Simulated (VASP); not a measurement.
# GaSb (I-4m2) in VASP: notebook

GaSb is run at these levels: PBEsol; tasks: single point, relaxation of cell and atoms.

Program: VASP 6.6.1. These are calculated values, not measurements. Logs are shortened: lines on timing, memory, paths and dates and some standing lists are left out, and cuts for length are marked.

**1. The cell of the first run**

It takes space group I-4m2 (No. 119, tetragonal). Conventional cell: a = 5.433 Å, b = 5.433 Å, c = 3.097 Å, α = 90.00°, β = 90.00°, γ = 90.00°. Ga (site symmetry -4m2) has 8 Sb at 2.82 to 3.57 Å and 2 Ga at 3.10 Å within 3.7 Å. Sb (site symmetry -4m2) has 8 Ga at 2.82 to 3.57 Å and 2 Sb at 3.10 Å within 3.7 Å.

**2. Single point, PBEsol**

INCAR reads:

```
SYSTEM = GaSb
  ALGO = Normal
  EDIFF = 1E-6
  ENCUT = 520
  GGA = PS
  ISIF = 2
  ISMEAR = 0
  LASPH = .TRUE.
  LCHARG = .TRUE.
  LELF = .TRUE.
  LREAL = .FALSE.
  LVHAR = .TRUE.
  LWAVE = .FALSE.
  NBANDS = 16
  NELM = 100
  PREC = Accurate
  SIGMA = 0.1
```

KPOINTS reads:

```
k-points
0
G
  16 16 16
  0 0 0
```

POSCAR reads:

```
GaSb
1.0
   -2.7165073684      2.7165073684      1.5482526358
    2.7165073684     -2.7165073684      1.5482526358
    2.7165073684      2.7165073684     -1.5482526358
Ga Sb
1 1
Direct
    0.2500000000      0.7500000000      0.5000000000
    0.0000000000      0.0000000000      0.0000000000
```

Potentials or basis: VASP PAW PBE potentials, release 64 (Ga_d, Sb).

Started as:

```console
> cat potpaw_PBE.64/Ga_d/POTCAR potpaw_PBE.64/Sb/POTCAR > POTCAR
> mpirun -np 1 vasp_std > vasp.out
```

OUTCAR:

```text
SYSTEM = GaSb
   EDIFF = 1E-6
   ENCUT = 520
   GGA = PS
   ISIF = 2
   ISMEAR = 0
   LASPH = .TRUE.
   LREAL = .FALSE.
   NELM = 100
   PREC = Accurate

 ion  position               nearest neighbor table
   1  0.250  0.750  0.500-   2 2.82   2 2.82   2 2.82   2 2.82
   2  0.000  0.000  0.000-   1 2.82   1 2.82   1 2.82   1 2.82

  LATTYP: Found a body centered tetragonal cell.
 ALAT       =     5.4330147368
 C/A-ratio  =     0.5699423656

  Lattice vectors:

 A1 = (  -2.7165073684,   2.7165073684,   1.5482526358)
 A2 = (   2.7165073684,  -2.7165073684,   1.5482526358)
 A3 = (   2.7165073684,   2.7165073684,  -1.5482526358)

Analysis of symmetry for initial positions (statically):
=====================================================================
 Subroutine PRICEL returns:
 Original cell was already a primitive cell.

 Routine SETGRP: Setting up the symmetry group for a
 body centered tetragonal supercell.

 Subroutine GETGRP returns: Found  8 space group operations
 (whereof  8 operations were pure point group operations)
 out of a pool of 16 trial point group operations.

The static configuration has the point symmetry D_2d.

Analysis of symmetry for dynamics (positions and initial velocities):
=====================================================================
 Subroutine PRICEL returns:
 Original cell was already a primitive cell.

 Routine SETGRP: Setting up the symmetry group for a
 body centered tetragonal supercell.

 Subroutine GETGRP returns: Found  8 space group operations
 (whereof  8 operations were pure point group operations)
 out of a pool of 16 trial point group operations.

The dynamic configuration has the point symmetry D_2d.

 Subroutine INISYM returns: Found  8 space group operations
 (whereof  8 operations are pure point group operations),
 and found     1 'primitive' translations

----------------------------------------------------------------------------------------

                                     Primitive cell

  volume of cell :      45.7008

  direct lattice vectors                    reciprocal lattice vectors
    -2.716507368  2.716507368  1.548252636     0.000000000  0.184059873  0.322944711
     2.716507368 -2.716507368  1.548252636     0.184059873  0.000000000  0.322944711
     2.716507368  2.716507368 -1.548252636     0.184059873  0.184059873  0.000000000

  length of vectors
     4.141969434  4.141969434  4.141969434     0.371714034  0.371714034  0.260299968

  position of ions in fractional coordinates (direct lattice)
     0.250000000  0.750000000  0.500000000
     0.000000000  0.000000000  0.000000000

  ion indices of the primitive-cell ions
   primitive index   ion index
                 1           1
                 2           2

----------------------------------------------------------------------------------------

 KPOINTS: k-points

Automatic generation of k-mesh.
 Grid dimensions read from file:
 generate k-points for:   16   16   16

 Generating k-lattice:

  Cartesian coordinates                     Fractional coordinates (reciprocal lattice)
     0.000000000  0.011503742  0.020184044     0.062500000  0.000000000 -0.000000000
     0.011503742  0.000000000  0.020184044     0.000000000  0.062500000 -0.000000000
     0.011503742  0.011503742  0.000000000     0.000000000  0.000000000  0.062500000

  Length of vectors
     0.023232127  0.023232127  0.016268748

  Shift w.r.t. Gamma in fractional coordinates (k-lattice)
     0.000000000  0.000000000  0.000000000

 Subroutine IBZKPT returns following result:
 ===========================================

 Found    349 irreducible k-points:

 Following reciprocal coordinates:
            Coordinates               Weight
  0.000000  0.000000  0.000000      1.000000
  0.062500  0.000000 -0.000000      8.000000
  0.125000  0.000000 -0.000000      8.000000
  0.187500  0.000000 -0.000000      8.000000
  0.250000  0.000000 -0.000000      8.000000
  0.312500  0.000000 -0.000000      8.000000
[... 16 lines left out ...]
 -0.125000  0.062500  0.000000     16.000000
 -0.062500  0.062500  0.000000      4.000000
 [... further k-points ...]
   k-points           NKPTS =    349   k-points in BZ     NKDIM =    349   number of bands    NBANDS=     16
   number of dos      NEDOS =    301   number of ions     NIONS =      2
   total plane-waves  NPLWV =  32768
   dimension x,y,z NGX =    32 NGY =   32 NGZ =   32
   dimension x,y,z NGXF=    64 NGYF=   64 NGZF=   64
   ions per type =               1   1
   NGX,Y,Z   is equivalent  to a cutoff of  12.84, 12.84, 12.84 a.u.
   NGXF,Y,Z  is equivalent  to a cutoff of  25.69, 25.69, 25.69 a.u.
 SYSTEM =  GaSb
   PREC   = accura    normal or accurate (medium, high low for compatibility)
   ISTART =      0    job   : 0-new  1-cont  2-samecut
   ICHARG =      2    charge: 1-file 2-atom 10-const
   ISPIN  =      1    spin polarized calculation?
   LNONCOLLINEAR =      F non collinear calculations
   LSORBIT =      F    spin-orbit coupling
   LASPH  =      T    aspherical Exc in radial PAW
   ENCUT  =  520.0 eV  38.22 Ry    6.18 a.u.   7.70  7.70  7.70*2*pi/ulx,y,z
   NELM   =    100;   NELMIN=  2; NELMDL= -5     # of ELM steps
   EDIFF  = 0.1E-05   stopping-criterion for ELM
   LREAL  =      F    real-space projection
   EDIFFG = 0.1E-04   stopping-criterion for IOM
   NSW    =      0    number of steps for IOM
   IBRION =     -1    ionic relax: 0-MD 1-quasi-New 2-CG
   NFREE  =      0    steps in history (QN), initial steepest desc. (CG)
   ISIF   =      2    stress and relaxation
   ISYM   =      2    0-nonsym 1-usesym 2-fastsym
   POTIM  = 0.5000    time-step for ionic-motion
   TEBEG  =    0.0;   TEEND  =   0.0 temperature during run
   PSTRESS=    0.0 pullay stress
   NELECT =      18.0000    total number of electrons
   NUPDOWN=      -1.0000    fix difference up-down
   EMIN   =  10.00;   EMAX   =-10.00  energy-range for DOS
   EFERMI =   0.00;   METHOD = LEGACY
   ISMEAR =     0;   SIGMA  =   0.10  broadening in eV -4-tet -1-fermi 0-gaus
   EFERMI_NEDOS =   21; number of points for ismear=-14 and -15
   IALGO  =     38    algorithm
   IMIX   =      4    mixing-type and parameters
     AMIX     =   0.40;   BMIX     =  1.00
     AMIX_MAG =   1.60;   BMIX_MAG =  1.00
  volume/ion in A,a.u.               =      22.85       154.20
  Fermi-wavevector in a.u.,A,eV,Ry     =   1.200027  2.267723 19.593282  1.440066
  Thomas-Fermi vector in A             =   2.335874
   LORBIT       =      0    0 simple, 1 ext, 2 COOP (PROOUT), +10 PAW based schemes
   GGA     = PS    functional components
   LHFCALC =     F    Hartree Fock is set to
   AEXX    =    0.0000 exact exchange contribution
   IVDW    =     0    specifies the selected vdW correction
   LEPSILON=     F    determine dielectric tensor
   LRPA    =     F    only Hartree local field effects (RPA)
 non-spin polarized calculation
 Gauss-broadening in eV      SIGMA  =   0.10
  energy-cutoff  :      520.00
  volume of cell :       45.70
 maximum number of plane-waves:      1253
   NGX = 15   NGY = 15   NGZ = 15

 number of electron      18.0000010 magnetization

 Free energy of the ion-electron system (eV)
  ---------------------------------------------------
  ext. energy  EPLUGINS =         0.00000000
  ---------------------------------------------------
  free energy    TOTEN  =        -7.88896279 eV

  energy without entropy =       -7.88506242  energy(sigma->0) =       -7.88701261

 E-fermi :   7.0271     XC(G=0): -10.6098

 val. band max:        7.0225569767   @ k =  -0.1250  -0.1875   0.0625
 cond. band min:       7.0336325045   @ k =   0.3125   0.0625   0.0625
 fundamental gap:      0.0110755278
 Fermi energy:         7.0270679497

 k-point     1 :       0.0000    0.0000    0.0000
  band No.  band energies     occupation
      1      -7.9199      2.00000
      2      -7.8264      2.00000
      3      -7.8200      2.00000
      4      -7.7820      2.00000
      5      -7.7820      2.00000
      6      -5.3370      2.00000
[... 8 lines left out ...]
     15      17.2711      0.00000
     16      17.8325      0.00000

 k-point     2 :       0.0625    0.0000   -0.0000
  band No.  band energies     occupation
      1      -7.9137      2.00000
      2      -7.8270      2.00000
      3      -7.8191      2.00000
      4      -7.7847      2.00000
      5      -7.7847      2.00000
      6      -5.2572      2.00000
[... 8 lines left out ...]
     15      17.2143      0.00000
     16      17.4859      0.00000

 k-point     3 :       0.1250    0.0000   -0.0000
  band No.  band energies     occupation
      1      -7.8962      2.00000
      2      -7.8287      2.00000
      3      -7.8164      2.00000
      4      -7.7923      2.00000
      5      -7.7921      2.00000
      6      -5.0182      2.00000
[... 8 lines left out ...]
     15      16.1870      0.00000
     16      16.7190      0.00000

 k-point     4 :       0.1875    0.0000   -0.0000
  band No.  band energies     occupation
      1      -7.8704      2.00000
      2      -7.8314      2.00000
      3      -7.8141      2.00000
      4      -7.8034      2.00000
      5      -7.8015      2.00000
      6      -4.6215      2.00000
[... 8 lines left out ...]
     15      15.3589      0.00000
     16      16.6481      0.00000
[... 324 lines left out ...]
 k-point    22 :      -0.1875    0.0625    0.0000
  band No.  band energies     occupation
      1      -7.8948      2.00000
      2      -7.8314      2.00000
      3      -7.8152      2.00000
      4      -7.7925      2.00000
      5      -7.7910      2.00000
      6      -4.9113      2.00000
[... 8 lines left out ...]
     15      16.3389      0.00000
     16      16.6720      0.00000

 k-point    23 :      -0.1250    0.0625    0.0000
  band No.  band energies     occupation
      1      -7.9127      2.00000
      2      -7.8289      2.00000
      3      -7.8180      2.00000
      4      -7.7849      2.00000
      5      -7.7839      2.00000
      6      -5.1857      2.00000
[... 8 lines left out ...]
     15      17.1303      0.00000
     16      17.4058      0.00000

 k-point    24 :      -0.0625    0.0625    0.0000
  band No.  band energies     occupation
      1      -7.9194      2.00000
      2      -7.8274      2.00000
      3      -7.8195      2.00000
      4      -7.7821      2.00000
      5      -7.7816      2.00000
      6      -5.3012      2.00000
[... 8 lines left out ...]
     15      17.1347      0.00000
     16      17.9028      0.00000

 [... further k-points ...]
[... 5 lines left out ...]
  --------------------------------------------------------------------------------------
  -------------------------------------------------------------------------------------
  Total       -0.0014569     -0.0014569     -0.0060815      0.0000000      0.0000000      0.0000000
  in kB       -0.0510752     -0.0510752     -0.2132047      0.0000000      0.0000000      0.0000000
  external PRESSURE =      -0.1051184 kB  Pullay stress =       0.0000000 kB

 VOLUME and BASIS-vectors are now :
 -----------------------------------------------------------------------------
  energy-cutoff  :      520.00
  volume of cell :       45.70
      direct lattice vectors                 reciprocal lattice vectors
    -2.716507368  2.716507368  1.548252636     0.000000000  0.184059873  0.322944711
     2.716507368 -2.716507368  1.548252636     0.184059873  0.000000000  0.322944711
     2.716507368  2.716507368 -1.548252636     0.184059873  0.184059873  0.000000000

 POSITION                                       TOTAL-FORCE (eV/Angst)
 -----------------------------------------------------------------------------------
      2.71651      0.00000      0.77413        -0.000000     -0.000000      0.000000
      0.00000      0.00000      0.00000         0.000000      0.000000     -0.000000
 -----------------------------------------------------------------------------------
    total drift:                                0.000000     -0.000000     -0.000000

  FREE ENERGIE OF THE ION-ELECTRON SYSTEM (eV)
  ---------------------------------------------------
  free  energy   TOTEN  =        -7.8889627907 eV

  energy  without entropy=       -7.8850624228  energy(sigma->0) =       -7.88701261
```

It took 2.1 min on 1 thread of Intel Xeon Platinum 8259CL at 2.50GHz (Skylake/Cascade Lake), shared host; peak memory 0.39 GiB.

Results:

- Free energy: -7.8890 eV
- Pressure: 0.0 GPa
- Band gap on the k mesh: zero (band 9 reaches 8.78 eV, above the bottom of band 10 at 3.88 eV)

Levels at points of the mesh, in eV from the Fermi level:
| k point | band 6 | band 7 | band 8 | band 9 | band 10 | band 11 | band 12 | band 13 |
| --- | --- | --- | --- | --- | --- | --- | --- | --- |
| (0.00, 0.00, 0.00) | -12.36 | -2.91 | -2.05 | -2.05 | 3.25 | 5.54 | 7.33 | 7.33 |
| (0.50, 0.00, 0.00) | -8.33 | -5.85 | -2.49 | -1.54 | -1.26 | 2.32 | 3.39 | 5.31 |
| (0.50, 0.50, 0.00) | -10.80 | -8.38 | -0.05 | 1.75 | 2.18 | 2.32 | 4.94 | 6.88 |
| (0.50, 0.50, 0.50) | -9.52 | -6.12 | -5.31 | -5.31 | 3.82 | 5.27 | 10.81 | 10.81 |

Caveat: the PAW data sets were made with another functional, which shifts forces and pressure a little; spin-orbit coupling is left out, which moves the levels of the heavy elements.

**3. Relaxation of cell and atoms, PBEsol**

This run uses another cell than the first one, of 24.12 Å³/atom, 1.056 times its volume.

INCAR reads:

```
SYSTEM = GaSb
PREC     = Accurate       ! precision mode
ENCUT    = 600            ! plane-wave cutoff, eV
EDIFF    = 1E-6           ! SCF threshold, eV
ISMEAR   = 0              ! smearing method
SIGMA    = 0.1            ! smearing width, eV
LREAL    = .FALSE.        ! projectors in reciprocal space
LASPH    = .TRUE.         ! aspherical terms in the spheres
NELM     = 100            ! most SCF steps
ALGO     = Normal         ! electronic algorithm
ISIF     = 3              ! what is computed and relaxed
LWAVE    = .FALSE.        ! write WAVECAR
LCHARG   = .FALSE.        ! write CHGCAR
GGA      = PS             ! functional
IBRION   = 2              ! ionic algorithm
NSW      = 100            ! ionic steps
EDIFFG   = -0.005         ! ionic threshold
```

KPOINTS reads:

```
regular mesh
0
G
  16 16 16
  0 0 0
```

POSCAR reads:

```
GaSb
1.0
   -2.7534340000      2.7534340000      1.5907070000
    2.7534340000     -2.7534340000      1.5907070000
    2.7534340000      2.7534340000     -1.5907070000
Ga Sb
1 1
Direct
    0.2500000000      0.7500000000      0.5000000000
    0.0000000000      0.0000000000      0.0000000000
```

Potentials or basis: VASP PAW PBE potentials, release 64 (Ga_d, Sb).

Started as:

```console
> cat potpaw_PBE.64/Ga_d/POTCAR potpaw_PBE.64/Sb/POTCAR > POTCAR
> mpirun -np 1 vasp_std > vasp.out
```

Run time: 13 min. Hardware: 1 thread of Intel Xeon Platinum 8259CL at 2.50GHz (Skylake/Cascade Lake), shared host; peak memory 0.46 GiB.

It converged, with:

| Property | Result |
| --- | --- |
| Free energy | -7.8893 eV |
| Relaxed volume | 22.89 Å³/atom |
| Relaxed cell | a = 4.145 Å, b = 4.145 Å, c = 4.145 Å, α = 98.03°, β = 98.03°, γ = 136.10° |
| Space group after relaxing (to 0.05 Å) | I-4m2 (No. 119) |
| Energy gained by relaxing | 11.7 meV/atom |
| Ionic steps | 8 |
| Pressure after relaxing | 0.0 GPa |
| Band gap on the k mesh | zero (band 9 reaches 8.76 eV, above the bottom of band 10 at 3.87 eV) |

The path:
| step | energy change (eV) | largest force (eV/Å) | pressure (GPa) | volume (Å³) |
| --- | --- | --- | --- | --- |
| 1 | 0.0000 | 0.0000 | -2.91 | 48.24 |
| 2 | -0.0215 | 0.0000 | 0.70 | 45.25 |
| 3 | -0.0226 | 0.0000 | 0.01 | 45.79 |
| 4 | -0.0226 | 0.0000 | 0.10 | 45.74 |
| 5 | -0.0231 | 0.0000 | 0.04 | 45.72 |
| 6 | -0.0234 | 0.0000 | 0.03 | 45.69 |
| 7 | -0.0234 | 0.0000 | 0.08 | 45.70 |
| 8 | -0.0234 | 0.0000 | -0.03 | 45.79 |

Final structure:
```xyz
2
Lattice="-2.7183 2.7183 1.5491 2.7183 -2.7183 1.5491 2.7183 2.7183 -1.5491" Properties=species:S:1:pos:R:3 pbc="T T T"
Ga    2.7183    0.0000    0.7746
Sb    0.0000    5.4366    0.0000
```

Levels at points of the mesh, in eV from the Fermi level:
| k point | band 7 | band 8 | band 9 | band 10 | band 11 | band 12 |
| --- | --- | --- | --- | --- | --- | --- |
| (0.00, 0.00, 0.00) | -2.92 | -2.04 | -2.04 | 3.26 | 5.53 | 7.32 |
| (0.50, 0.00, 0.00) | -5.84 | -2.49 | -1.53 | -1.25 | 2.32 | 3.38 |
| (0.50, 0.50, 0.00) | -8.37 | -0.05 | 1.75 | 2.18 | 2.32 | 4.93 |
| (0.50, 0.50, 0.50) | -6.12 | -5.30 | -5.30 | 3.81 | 5.26 | 10.79 |

Caveat: the PAW data sets were made with another functional, which shifts forces and pressure a little; spin-orbit coupling is left out, which moves the levels of the heavy elements.

(Continued in part 2 of 2.)
